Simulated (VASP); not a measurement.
## HfO2: single point with PBE

HfO2:

```
Hf O
1.0
     0.00000    2.55750    2.55750
     2.55750    0.00000    2.55750
     2.55750    2.55750    0.00000
Hf O
1 2
Direct
  0.00000 0.00000 0.00000
  0.75000 0.75000 0.75000
  0.25000 0.25000 0.25000
```

* Program: VASP 6.6.1
* Task: single point
* Functional: PBE
* Potentials or basis: VASP PAW PBE potentials, release 64 (Hf_pv, O)
* Cutoff: 520 eV
* k mesh: 5 × 5 × 5
* Occupations: fermi-dirac, width 0.05 eV
* Spin: no spin polarisation
* Dipole correction: no
* Further INCAR settings: ALGO = Normal; EDIFF = 1e-06; NBANDS = 18

```json
{
 "Pressure": "-6.0 GPa",
 "Band gap on the k mesh": "4.01 eV, indirect (least direct gap 4.33 eV)"
}
```

Levels at points of the mesh, in eV from the valence-band top:
| k point | band 9 | band 10 | band 11 | band 12 | band 13 | band 14 |
| --- | --- | --- | --- | --- | --- | --- |
| (0.00, 0.00, 0.00) | -0.40 | -0.40 | -0.40 | 4.01 | 4.01 | 5.82 |

It took 5.5 s on 1 thread of Intel Xeon 6975P-C, on a shared host, peak memory 0.15 GiB.

Caveat: the k points lie up to 0.43 Å⁻¹ apart; spin-orbit coupling is left out, which moves the levels of the heavy elements. As with any semilocal functional, this PBE gap is likely too small.
